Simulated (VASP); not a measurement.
# SiNi2 (P6/mmm) in VASP: further runs, part 2 of 2

VASP 6.6.1. Earlier steps stand in the parts before.

### 3 Relaxation of cell and atoms, PBE

INCAR

```
  PREC = Accurate
  ENCUT = 600
  EDIFF = 1E-6
  ISMEAR = 0
  SIGMA = 0.1
  LREAL = F
  LASPH = T
  NELM = 60
  ALGO = Fast
  ISIF = 3
  LWAVE = F
  LCHARG = F
  GGA = PE
  IBRION = 2
  NSW = 100
  EDIFFG = -0.01
```

KPOINTS

```
Automatic mesh
0
Gamma
  12 12 18
```

POSCAR

```
SiNi2
1.0
    3.9671233807      0.0000000000      0.0000000000
   -1.9835616904      3.4356296277      0.0000000000
    0.0000000000      0.0000000000      2.4804538415
Si Ni
1 2
Direct
    0.0000000000      0.0000000000      0.0000000000
    0.3333333333      0.6666666667      0.5000000000
    0.6666666667      0.3333333333      0.5000000000
```

Potentials or basis: VASP PAW PBE potentials, release 64 (Si, Ni).

On the command line:

```
$ cat potpaw_PBE.64/Si/POTCAR potpaw_PBE.64/Ni/POTCAR > POTCAR
$ mpirun -np 1 vasp_std > vasp.out
```

OUTCAR:

```text
PREC = Accurate
   ENCUT = 600
   EDIFF = 1E-6
   ISMEAR = 0
   LREAL = F
   LASPH = T
   NELM = 60
   ISIF = 3
   GGA = PE
   IBRION = 2
   NSW = 100
   EDIFFG = -0.01

 ion  position               nearest neighbor table
   1  0.000  0.000  0.000-   2 2.60   3 2.60   2 2.60   3 2.60   3 2.60   3 2.60   2 2.60   2 2.60
                             3 2.60   3 2.60   2 2.60   2 2.60
   2  0.333  0.667  0.500-   3 2.29   3 2.29   3 2.29   1 2.60   1 2.60   1 2.60   1 2.60   1 2.60
                             1 2.60
   3  0.667  0.333  0.500-   2 2.29   2 2.29   2 2.29   1 2.60   1 2.60   1 2.60   1 2.60   1 2.60
                             1 2.60

  LATTYP: Found a hexagonal cell.
 ALAT       =     3.9671233807
 C/A-ratio  =     0.6252525075

  Lattice vectors:

 A1 = (   3.9671233807,   0.0000000000,   0.0000000000)
 A2 = (  -1.9835616904,   3.4356296277,   0.0000000000)
 A3 = (   0.0000000000,   0.0000000000,   2.4804538415)

Analysis of symmetry for initial positions (statically):
=====================================================================
 Subroutine PRICEL returns:
 Original cell was already a primitive cell.

 Routine SETGRP: Setting up the symmetry group for a
 hexagonal supercell.

 Subroutine GETGRP returns: Found 24 space group operations
 (whereof 24 operations were pure point group operations)
 out of a pool of 24 trial point group operations.

The static configuration has the point symmetry D_6h.

Analysis of symmetry for dynamics (positions and initial velocities):
=====================================================================
 Subroutine PRICEL returns:
 Original cell was already a primitive cell.

 Routine SETGRP: Setting up the symmetry group for a
 hexagonal supercell.

 Subroutine GETGRP returns: Found 24 space group operations
 (whereof 24 operations were pure point group operations)
 out of a pool of 24 trial point group operations.

The dynamic configuration has the point symmetry D_6h.
[... 126 lines left out ...]
   GGA     = PE    functional components
   LHFCALC =     F    Hartree Fock is set to
   AEXX    =    0.0000 exact exchange contribution
   IVDW    =     0    specifies the selected vdW correction
   LEPSILON=     F    determine dielectric tensor
   LRPA    =     F    only Hartree local field effects (RPA)
 conjugate gradient relaxation of ions
 non-spin polarized calculation
 RMM-DIIS sequential band-by-band and
 Gauss-broadening in eV      SIGMA  =   0.10
  energy-cutoff  :      600.00
  volume of cell :       33.81
 maximum number of plane-waves:      1152
 NGX is ok and might be reduce to    32
   NGX = 15   NGY = 15   NGZ =  9

--------------------------------------- Ionic step        1  -------------------------------------------

 number of electron      23.9999982 magnetization

 Free energy of the ion-electron system (eV)
  ---------------------------------------------------
  ext. energy  EPLUGINS =         0.00000000
  ---------------------------------------------------
  free energy    TOTEN  =       -16.65881982 eV

  energy without entropy =      -16.64550132  energy(sigma->0) =      -16.65216057

------------------------ aborting loop because EDIFF is reached ----------------------------------------

  FORCE on cell =-STRESS in cart. coord.  units (eV):
  Direction    XX          YY          ZZ          XY          YZ          ZX
  --------------------------------------------------------------------------------------
  -------------------------------------------------------------------------------------
  Total       -0.0632548     -0.0632548     -0.0239639      0.0000000      0.0000000      0.0000000
  in kB       -2.9977164     -2.9977164     -1.1356749      0.0000000      0.0000000      0.0000000
  external PRESSURE =      -2.3770359 kB  Pullay stress =       0.0000000 kB
[... 61 lines left out ...]
--------------------------------------- Ionic step        3  -------------------------------------------

 number of electron      23.9999982 magnetization

 Free energy of the ion-electron system (eV)
  ---------------------------------------------------
  ext. energy  EPLUGINS =         0.00000000
  ---------------------------------------------------
  free energy    TOTEN  =       -16.65880077 eV

  energy without entropy =      -16.64549562  energy(sigma->0) =      -16.65214819

 E-fermi :  10.8546     XC(G=0): -12.7743

 val. band max:       10.8496241966   @ k =   0.3333   0.0833   0.3889
 cond. band min:      10.8617370577   @ k =   0.1667   0.0833   0.5000
 fundamental gap:      0.0121128611
 Fermi energy:        10.8545500416

 k-point     1 :       0.0000    0.0000    0.0000
  band No.  band energies     occupation
      1      -1.9499      2.00000
      2       6.1425      2.00000
      3       6.1425      2.00000
      4       7.1251      2.00000
      5       8.2165      2.00000
      6       8.2483      2.00000
[... 433 lines left out ...]
      3       6.6063      2.00000
      4       6.9921      2.00000
      5       7.6332      2.00000
      6       8.0828      2.00000
[... 8 lines left out ...]
     15      17.6014      0.00000
     16      18.2562      0.00000

 [... further k-points ...]
[... 5 lines left out ...]
  --------------------------------------------------------------------------------------
  -------------------------------------------------------------------------------------
  Total       -0.0011411     -0.0011411      0.0117112      0.0000000      0.0000000      0.0000000
  in kB       -0.0541365     -0.0541365      0.5556274      0.0000000      0.0000000      0.0000000
  external PRESSURE =       0.1491181 kB  Pullay stress =       0.0000000 kB
[... 18 lines left out ...]
  FREE ENERGIE OF THE ION-ELECTRON SYSTEM (eV)
  ---------------------------------------------------
  free  energy   TOTEN  =       -16.6588007733 eV

  energy  without entropy=      -16.6454956151  energy(sigma->0) =      -16.65214819

 reached required accuracy - stopping structural energy minimisation
```

OSZICAR:

```text
N       E                     dE             d eps       ncg     rms          rms(c)
DAV:   1     0.118015875726E+03    0.11802E+03   -0.12561E+04  6128   0.212E+03
DAV:   2    -0.143422490473E+02   -0.13236E+03   -0.12903E+03  6104   0.321E+02
DAV:   3    -0.185237832744E+02   -0.41815E+01   -0.41216E+01  7288   0.750E+01
DAV:   4    -0.186009527153E+02   -0.77169E-01   -0.77014E-01  7456   0.845E+00
[... 24 lines left out ...]
RMM:   2    -0.166597743156E+02   -0.20895E-03   -0.85339E-03  6080   0.127E+00    0.243E-01
RMM:   3    -0.166588239279E+02    0.95039E-03   -0.24945E-03  6080   0.823E-01    0.463E-02
RMM:   4    -0.166587990447E+02    0.24883E-04   -0.87375E-05  6064   0.797E-02    0.816E-03
RMM:   5    -0.166587998302E+02   -0.78550E-06   -0.14432E-05  6005   0.528E-02    0.558E-03
RMM:   6    -0.166588007733E+02   -0.94309E-06   -0.41899E-06  4654   0.177E-02
   3 F= -.16658801E+02 E0= -.16652148E+02  d E =0.190476E-04
```

Run time: 3.8 min. Hardware: 1 thread of Intel Xeon 8259CL, shared host; peak memory 0.26 GiB.

Results:

- Free energy: -16.6588 eV
- Relaxed volume: 11.26 Å³/atom
- Relaxed cell: a = 3.965 Å, b = 3.965 Å, c = 2.480 Å, α = 90.00°, β = 90.00°, γ = 120.00°
- Space group after relaxing (to 0.1 Å): P6/mmm (No. 191)
- Ionic steps: 3
- Pressure after relaxing: 0.0 GPa
- Band gap on the k mesh: zero (bands 12 and 13 overlap by 1.93 eV)

Final structure:
```
CELL_PARAMETERS angstrom
3.96527 0.00000 0.00000
-1.98263 3.43402 0.00000
0.00000 0.00000 2.48001
ATOMIC_POSITIONS crystal
Si 0.00000 0.00000 0.00000
Ni 0.33333 0.66667 0.50000
Ni 0.66667 0.33333 0.50000
```

Spin polarisation is off, so any magnetic state and its effect on volume and gap are missing.
